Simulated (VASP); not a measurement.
# MgO (P6_3/mmc) in VASP: further runs, part 2 of 2

VASP 6.6.1. The steps go on from the part before.

### 3 Single point, PBEsol

This run uses another cell than the first one, of 11.09 Å³/atom, 1.008 times its volume.

Input file INCAR:

```
SYSTEM = MgO
ALGO = Normal
EDIFF = 1E-7
ENCUT = 520
GGA = PS
ISIF = 2
ISMEAR = -1
LASPH = .True.
LCHARG = .True.
LELF = .True.
LREAL = .False.
LVHAR = .True.
LWAVE = .False.
NBANDS = 16
NELM = 100
PREC = Accurate
SIGMA = 0.02
```

Input file KPOINTS:

```
k-points
0
Gamma
  12 12 6
  0 0 0
```

Input file POSCAR:

```
MgO
1.0
    3.4939729552      0.0000000000      0.0000000000
   -1.7469864776      3.0258693393      0.0000000000
    0.0000000000      0.0000000000      4.1942587683
Mg O
2 2
Direct
    0.3333333333      0.6666666667      0.2500000000
    0.6666666667      0.3333333333      0.7500000000
    0.6666666667      0.3333333333      0.2500000000
    0.3333333333      0.6666666667      0.7500000000
```

Potentials or basis: VASP PAW PBE potentials, release 64 (Mg, O).

Launch:

```sh
$ cat potpaw_PBE.64/Mg/POTCAR potpaw_PBE.64/O/POTCAR > POTCAR
$ mpirun -np 1 vasp_std > vasp.out
```

OUTCAR:

```text
SYSTEM = MgO
   EDIFF = 1E-7
   ENCUT = 520
   GGA = PS
   ISIF = 2
   ISMEAR = -1
   LASPH = .True.
   LREAL = .False.
   NELM = 100
   PREC = Accurate

 ion  position               nearest neighbor table
   1  0.333  0.667  0.250-   3 2.02   3 2.02   3 2.02   4 2.10   4 2.10   2 2.91   2 2.91   2 2.91
                             2 2.91   2 2.91   2 2.91
   2  0.667  0.333  0.750-   4 2.02   4 2.02   4 2.02   3 2.10   3 2.10   1 2.91   1 2.91   1 2.91
                             1 2.91   1 2.91   1 2.91
   3  0.667  0.333  0.250-   1 2.02   1 2.02   1 2.02   2 2.10   2 2.10
   4  0.333  0.667  0.750-   2 2.02   2 2.02   2 2.02   1 2.10   1 2.10

  LATTYP: Found a hexagonal cell.
 ALAT       =     3.4939729552
 C/A-ratio  =     1.2004267984

  Lattice vectors:

 A1 = (   3.4939729552,   0.0000000000,   0.0000000000)
 A2 = (  -1.7469864776,   3.0258693393,   0.0000000000)
 A3 = (   0.0000000000,   0.0000000000,   4.1942587683)

Analysis of symmetry for initial positions (statically):
=====================================================================
 Subroutine PRICEL returns:
 Original cell was already a primitive cell.

 Routine SETGRP: Setting up the symmetry group for a
 hexagonal supercell.

 Subroutine GETGRP returns: Found 24 space group operations
 (whereof 12 operations were pure point group operations)
 out of a pool of 24 trial point group operations.

The static configuration has the point symmetry D_3d.
 The point group associated with its full space group is D_6h.

Analysis of symmetry for dynamics (positions and initial velocities):
=====================================================================
 Subroutine PRICEL returns:
 Original cell was already a primitive cell.

 Routine SETGRP: Setting up the symmetry group for a
 hexagonal supercell.

 Subroutine GETGRP returns: Found 24 space group operations
 (whereof 12 operations were pure point group operations)
 out of a pool of 24 trial point group operations.

The dynamic configuration has the point symmetry D_3d.
[... 121 lines left out ...]
   IALGO  =     38    algorithm
   IMIX   =      4    mixing-type and parameters
     AMIX     =   0.40;   BMIX     =  1.00
     AMIX_MAG =   1.60;   BMIX_MAG =  1.00
  volume/ion in A,a.u.               =      11.09        74.81
  Fermi-wavevector in a.u.,A,eV,Ry     =   1.165485  2.202446 18.481531  1.358354
  Thomas-Fermi vector in A             =   2.302010
   LORBIT       =      0    0 simple, 1 ext, 2 COOP (PROOUT), +10 PAW based schemes
   GGA     = PS    functional components
   LHFCALC =     F    Hartree Fock is set to
   AEXX    =    0.0000 exact exchange contribution
   IVDW    =     0    specifies the selected vdW correction
   LEPSILON=     F    determine dielectric tensor
   LRPA    =     F    only Hartree local field effects (RPA)
 non-spin polarized calculation
  energy-cutoff  :      520.00
  volume of cell :       44.34
 maximum number of plane-waves:      1228
 NGX is ok and might be reduce to    28
   NGX = 13   NGY = 13   NGZ = 15

 number of electron      15.9999996 magnetization

 Free energy of the ion-electron system (eV)
  ---------------------------------------------------
  ext. energy  EPLUGINS =         0.00000000
  ---------------------------------------------------
  free energy    TOTEN  =       -24.75907147 eV

  energy without entropy =      -24.75907147  energy(sigma->0) =      -24.75907147

 E-fermi :   2.2715     XC(G=0): -10.2766

 val. band max:        1.8316357541   @ k =   0.0000   0.0000   0.0000
 cond. band min:       5.1024060732   @ k =   0.0000   0.0000   0.0000
 fundamental gap:      3.2707703191
 Fermi energy:         2.2714890636

 k-point     1 :       0.0000    0.0000    0.0000
  band No.  band energies     occupation
      1     -15.0041      2.00000
      2     -13.5965      2.00000
      3      -1.8384      2.00000
      4       0.0923      2.00000
      5       0.0923      2.00000
      6       1.0256      2.00000
[... 433 lines left out ...]
      3      -1.6845      2.00000
      4      -0.8511      2.00000
      5      -0.3043      2.00000
      6      -0.1086      2.00000
[... 8 lines left out ...]
     15      15.8665      0.00000
     16      16.1094      0.00000

 [... further k-points ...]
[... 5 lines left out ...]
  --------------------------------------------------------------------------------------
  -------------------------------------------------------------------------------------
  Total       -0.0911663     -0.0911663     -0.1176461      0.0000000      0.0000000      0.0000000
  in kB       -3.2939724     -3.2939724     -4.2507264      0.0000000      0.0000000      0.0000000
  external PRESSURE =      -3.6128904 kB  Pullay stress =       0.0000000 kB

 VOLUME and BASIS-vectors are now :
 -----------------------------------------------------------------------------
  energy-cutoff  :      520.00
  volume of cell :       44.34
      direct lattice vectors                 reciprocal lattice vectors
     3.493972955  0.000000000  0.000000000     0.286207138  0.165241768  0.000000000
    -1.746986478  3.025869339  0.000000000     0.000000000  0.330483536  0.000000000
     0.000000000  0.000000000  4.194258768     0.000000000  0.000000000  0.238421150

 POSITION                                       TOTAL-FORCE (eV/Angst)
 -----------------------------------------------------------------------------------
     -0.00000      2.01725      1.04856         0.000000     -0.000000      0.000000
      1.74699      1.00862      3.14569        -0.000000     -0.000000      0.000000
      1.74699      1.00862      1.04856         0.000000      0.000000      0.000000
     -0.00000      2.01725      3.14569        -0.000000      0.000000      0.000000
 -----------------------------------------------------------------------------------
    total drift:                               -0.000000      0.000000     -0.000000

  FREE ENERGIE OF THE ION-ELECTRON SYSTEM (eV)
  ---------------------------------------------------
  free  energy   TOTEN  =       -24.7590714664 eV

  energy  without entropy=      -24.7590714664  energy(sigma->0) =      -24.75907147
```

OSZICAR:

```text
N       E                     dE             d eps       ncg     rms          rms(c)
DAV:   1     0.599303064905E+02    0.59930E+02   -0.75815E+03  2432   0.893E+02
DAV:   2    -0.244603179988E+02   -0.84391E+02   -0.77224E+02  3504   0.194E+02
DAV:   3    -0.283575988433E+02   -0.38973E+01   -0.38884E+01  2720   0.433E+01
DAV:   4    -0.283733113458E+02   -0.15713E-01   -0.15712E-01  2920   0.320E+00
DAV:   5    -0.283733902597E+02   -0.78914E-04   -0.78914E-04  2760   0.217E-01    0.104E+01
DAV:   6    -0.248713238743E+02    0.35021E+01   -0.90178E+00  2552   0.232E+01    0.351E+00
DAV:   7    -0.247980323234E+02    0.73292E-01   -0.14399E-01  2456   0.308E+00    0.207E+00
DAV:   8    -0.247612445208E+02    0.36788E-01   -0.92858E-02  2736   0.318E+00    0.507E-01
DAV:   9    -0.247585989608E+02    0.26456E-02   -0.66773E-03  2848   0.720E-01    0.109E-01
DAV:  10    -0.247590667022E+02   -0.46774E-03   -0.36310E-04  2472   0.150E-01    0.201E-02
DAV:  11    -0.247590733611E+02   -0.66589E-05   -0.13658E-05  2872   0.264E-02    0.165E-02
DAV:  12    -0.247590718126E+02    0.15485E-05   -0.32985E-06  2496   0.150E-02    0.514E-03
DAV:  13    -0.247590714510E+02    0.36165E-06   -0.95158E-07  2672   0.786E-03    0.454E-04
DAV:  14    -0.247590714664E+02   -0.15409E-07   -0.71302E-09  1304   0.784E-04
   1 F= -.24759071E+02 E0= -.24759071E+02  d E =-.417070E-12
```

It took 72 s on 1 thread of Intel Xeon Platinum 8259CL at 2.50GHz (Skylake/Cascade Lake), shared host; peak memory 0.19 GiB.

Results:

- Free energy: -24.7591 eV
- Pressure: -0.4 GPa
- Band gap on the k mesh: 3.27 eV, direct

Stress tensor (GPa, compression positive):
```
-0.33  0.00  0.00
 0.00 -0.33  0.00
 0.00  0.00 -0.43
```

Levels at points of the mesh, in eV from the valence-band top:
```tsv
k point	band 4	band 5	band 6	band 7	band 8	band 9	band 10	band 11	band 12	band 13
(0.00, 0.00, 0.00)	-1.74	-1.74	-0.81	-0.81	0.00	3.27	9.31	12.02	12.37	12.37
(0.50, 0.00, 0.00)	-2.39	-2.35	-1.98	-1.31	-0.53	6.82	8.92	9.65	11.95	12.79
(0.00, 0.00, 0.50)	-2.45	-1.29	-1.29	-1.29	-1.29	6.31	6.31	12.72	12.72	12.72
(0.50, 0.00, 0.50)	-3.90	-1.54	-1.54	-0.82	-0.82	7.14	7.14	11.79	11.79	13.90
```

Caveat: the PAW data sets were made with another functional, which shifts forces and pressure a little. A k mesh can miss the band edges.

### 4 Single point, r2SCAN

Input file POSCAR:

```
MgO
1.0
    3.4840197800      0.0000000000      0.0000000000
   -1.7420098900      3.0172496368      0.0000000000
    0.0000000000      0.0000000000      4.1853204555
Mg O
2 2
Direct
    0.3333333333      0.6666666667      0.2500000000
    0.6666666667      0.3333333333      0.7500000000
    0.6666666667      0.3333333333      0.2500000000
    0.3333333333      0.6666666667      0.7500000000
```

Input file INCAR.step1:

```
SYSTEM = MgO
PREC = Accurate ; ENCUT = 520
ISMEAR = 0 ; SIGMA = 0.01
LREAL = .FALSE. ; LASPH = .TRUE.
NELM = 80 ; NBANDS = 16
GGA = PE ; ALGO = Normal
EDIFF = 1E-4 ; LWAVE = .TRUE.
LCHARG = .FALSE.
```

Input file INCAR.step2:

```
SYSTEM = MgO
PREC = Accurate ; ENCUT = 520
EDIFF = 1E-6 ; ISMEAR = 0
SIGMA = 0.01 ; LREAL = .FALSE.
LASPH = .TRUE. ; NELM = 80
ALGO = Normal ; ISIF = 2
LWAVE = .FALSE. ; LCHARG = .FALSE.
METAGGA = R2SCAN ; LMIXTAU = .TRUE.
NBANDS = 16 ; ISTART = 1
```

Input file KPOINTS:

```
Automatic mesh
0
G
  12 12 6
  0 0 0
```

Potentials or basis: VASP PAW PBE potentials, release 64 (Mg, O).

Launch:

```sh
$ cat potpaw_PBE.64/Mg/POTCAR potpaw_PBE.64/O/POTCAR > POTCAR
$ cp INCAR.step1 INCAR
$ mpirun -np 1 vasp_std > vasp.out
$ cp INCAR.step2 INCAR
$ mpirun -np 1 vasp_std > vasp.out
```

OUTCAR:

```text
SYSTEM = MgO
   PREC = Accurate
   ENCUT = 520
   EDIFF = 1E-6
   ISMEAR = 0
   LREAL = .FALSE.
   LASPH = .TRUE.
   NELM = 80
   ISIF = 2
   METAGGA = R2SCAN
   ISTART = 1

 ion  position               nearest neighbor table
   1  0.333  0.667  0.250-   3 2.01   3 2.01   3 2.01   4 2.09   4 2.09   2 2.90   2 2.90   2 2.90
                             2 2.90   2 2.90   2 2.90
   2  0.667  0.333  0.750-   4 2.01   4 2.01   4 2.01   3 2.09   3 2.09   1 2.90   1 2.90   1 2.90
                             1 2.90   1 2.90   1 2.90
   3  0.667  0.333  0.250-   1 2.01   1 2.01   1 2.01   2 2.09   2 2.09
[... 663 lines left out ...]
  -------------------------------------------------------------------------------------
  Total       -0.1818954     -0.1818954     -0.2641775      0.0000000     -0.0000000     -0.0000000
  in kB       -6.6238699     -6.6238699     -9.6202392      0.0000000     -0.0000000     -0.0000000
  external PRESSURE =      -7.6226597 kB  Pullay stress =       0.0000000 kB

 VOLUME and BASIS-vectors are now :
 -----------------------------------------------------------------------------
  energy-cutoff  :      520.00
  volume of cell :       44.00
      direct lattice vectors                 reciprocal lattice vectors
     3.484019780  0.000000000  0.000000000     0.287024777  0.165713832  0.000000000
    -1.742009890  3.017249637  0.000000000     0.000000000  0.331427664  0.000000000
     0.000000000  0.000000000  4.185320456     0.000000000  0.000000000  0.238930331

 POSITION                                       TOTAL-FORCE (eV/Angst)
 -----------------------------------------------------------------------------------
     -0.00000      2.01150      1.04633        -0.000000      0.000000      0.000000
      1.74201      1.00575      3.13899        -0.000000     -0.000000      0.000000
      1.74201      1.00575      1.04633         0.000000     -0.000000      0.000000
     -0.00000      2.01150      3.13899         0.000000      0.000000      0.000000
 -----------------------------------------------------------------------------------
    total drift:                                0.000000     -0.000000      0.000000

  FREE ENERGIE OF THE ION-ELECTRON SYSTEM (eV)
  ---------------------------------------------------
  free  energy   TOTEN  =       -32.0698638702 eV

  energy  without entropy=      -32.0698638702  energy(sigma->0) =      -32.06986387
```

Run time: 4.5 min. Hardware: 1 thread of Intel Xeon Platinum 8259CL at 2.50GHz (Skylake/Cascade Lake), shared host; peak memory 0.19 GiB.

What came out:

```yaml
Free_energy: -32.0699 eV
Pressure: -0.8 GPa
Band_gap_on_the_k_mesh: 4.08 eV, direct
```

Stress tensor (GPa, compression positive):
```
-0.66  0.00  0.00
 0.00 -0.66  0.00
 0.00  0.00 -0.96
```

Caveat: the PAW data sets were made with another functional, which shifts forces and pressure a little. r2SCAN opens gaps a little over a GGA but as a rule still falls short of measured ones.

### 5 Summary

```csv
level,potentials or basis,cell,smearing,gap on the mesh (eV),pressure (GPa)
LDA,"VASP PAW LDA potentials, release 64 (Mg, O)","a = 3.484, b = 3.484, c = 4.185 Å, angles 90.0, 90.0, 120.0°, 4 atoms",gaussian 0.01 eV,3.33,-5.8
PBEsol,"VASP PAW PBE potentials, release 64 (Mg, O)","a = 3.494, b = 3.494, c = 4.194 Å, angles 90.0, 90.0, 120.0°, 4 atoms",fermi-dirac 0.02 eV,3.27,-0.4
r2SCAN,"VASP PAW PBE potentials, release 64 (Mg, O)","a = 3.484, b = 3.484, c = 4.185 Å, angles 90.0, 90.0, 120.0°, 4 atoms",gaussian 0.01 eV,4.08,-0.8
```

Alike in all rows: task single point; no spin polarisation; k mesh 12 × 12 × 6; cutoff (eV) 520.

Caveats: the PAW data sets were made with another functional, which shifts forces and pressure a little (some runs).

Total energies depend on the potentials used, so only differences within one code and one set of settings carry meaning.
